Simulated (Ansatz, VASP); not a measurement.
# Cu: VASP beside Ansatz

```
CELL_PARAMETERS angstrom
-1.44279 1.44279 1.41736
1.44279 -1.44279 1.41736
1.44279 1.44279 -1.41736
ATOMIC_POSITIONS crystal
Cu 0.00000 0.00000 0.00000
```

Change from the starting cell: strain +0.000 along x and y, +0.030 along z, atoms carried along.

Alike in both runs: task single point; functional r2SCAN; k mesh 24 × 24 × 24; occupations gaussian, width 0.15 eV; no spin polarisation.

```csv
,VASP,Ansatz
version,VASP 6.6.1,Ansatz 0.2.0
potentials or method,"VASP PAW PBE potentials, release 64 (Cu), cutoff 520 eV","scalar-relativistic, plane waves, PAW"
valence electrons in the cell,11,19
```

```csv
,VASP,Ansatz,Ansatz less VASP
gap on the k mesh at the Fermi level (eV),none,none,-
pressure (GPa),-3.5,-4.2,-0.75
"traceless stress, the component that is largest in VASP (GPa)",-0.06,-0.04,+0.029
```

VASP's potentials were made for PBE, not for r2SCAN. A gap of «none» marks a metal or a gap that the smearing closes. VASP's potentials hold 11 valence electrons a cell and Ansatz's 19, so a difference there can come from the potentials and not from the codes.
